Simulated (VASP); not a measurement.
# Rh: single point with r2SCAN

Crystal: Rh.

```
Rh
1.0
     0.00000    1.89964    1.89964
     1.89964    0.00000    1.89964
     1.89964    1.89964    0.00000
Rh
1
Direct
  0.00000 0.00000 0.00000
```

| Quantity | Value |
| --- | --- |
| Program | VASP 6.6.1 |
| Task | single point |
| Functional | r2SCAN |
| Potentials or basis | VASP PAW PBE potentials, release 64 (Rh_sv_GW) |
| Cutoff | 580 eV |
| k mesh | 12 × 12 × 12 |
| Occupations | fermi-dirac, width 0.05 eV |
| Spin | no spin polarisation |

- Pressure: -1.6 GPa

Levels at points of the mesh, in eV from the Fermi level:
```
           k point  band 5  band 6  band 7  band 8  band 9  band 10  band 11  band 12
(0.00, 0.00, 0.00)   -8.18   -3.20   -3.20   -3.20   -1.10    -1.10    16.46    22.12
(0.50, 0.00, 0.00)   -6.36   -3.31   -3.31    0.57    0.57     0.89     9.11    16.07
(0.50, 0.50, 0.00)   -6.58   -6.21    0.49    1.03    1.03     3.47    12.90    13.96
```

Wall time 30 s on 1 thread of Intel(R) Xeon(R) 6975P-C (Granite Rapids), with other jobs on the host, peak memory 0.16 GiB.

Caveat: the PAW data sets were made with another functional, which shifts forces and pressure a little.
